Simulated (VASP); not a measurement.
# Fe: single point with r2SCAN

Fe:

```
Fe
1.0
     2.86824    0.00000    0.00000
     0.00000    2.86824    0.00000
     0.00000    0.00000    2.86824
Fe
2
Direct
  0.00000 0.00000 0.00000
  0.50000 0.50000 0.50000
```

- Program: VASP 6.6.1
- Task: single point
- Functional: r2SCAN
- Potentials or basis: VASP PAW PBE potentials, release 64 (Fe)
- Cutoff: 520 eV
- k mesh: 12 × 12 × 12
- Occupations: gaussian, width 0.05 eV
- Spin: collinear spin, ferromagnetic start
- Starting moments: [2.5, 2.5] μB

| Item | Value |
| --- | --- |
| Pressure | 0.1 GPa |
| Net moment | 5.35 μB per cell |
| Site moments | Fe +2.75 μB |
| Valence electrons inside the program's atomic spheres | Fe 7.19 |

Levels at points of the mesh, in eV from the Fermi level:
Spin up:
| k point | band 9 | band 10 | band 11 | band 12 | band 13 | band 14 |
| --- | --- | --- | --- | --- | --- | --- |
| (0.00, 0.00, 0.00) | -0.82 | -0.82 | -0.82 | 9.92 | 9.92 | 9.92 |
| (0.50, 0.00, 0.00) | -1.98 | -1.98 | -0.43 | -0.43 | 16.94 | 16.94 |
| (0.50, 0.50, 0.00) | -0.57 | -0.57 | 0.56 | 0.56 | 6.84 | 6.84 |
| (0.50, 0.50, 0.50) | -1.69 | -1.69 | 8.39 | 8.39 | 8.39 | 8.39 |
Spin down:
```tsv
k point	band 4	band 5	band 6	band 7	band 8	band 9
(0.00, 0.00, 0.00)	0.38	0.38	0.38	2.57	2.57	3.11
(0.50, 0.00, 0.00)	-0.14	0.66	0.66	0.66	0.66	1.71
(0.50, 0.50, 0.00)	-1.03	-0.01	-0.01	2.40	2.40	2.85
(0.50, 0.50, 0.50)	-1.57	-1.57	-1.57	2.91	2.91	2.91
```

Wall time 2.1 min on 1 thread of Intel(R) Xeon(R) Platinum 8375C CPU @ 2.90GHz (Ice Lake) (shared host), peak memory 0.19 GiB.

Caveat: the PAW data sets were made with another functional, which shifts forces and pressure a little.
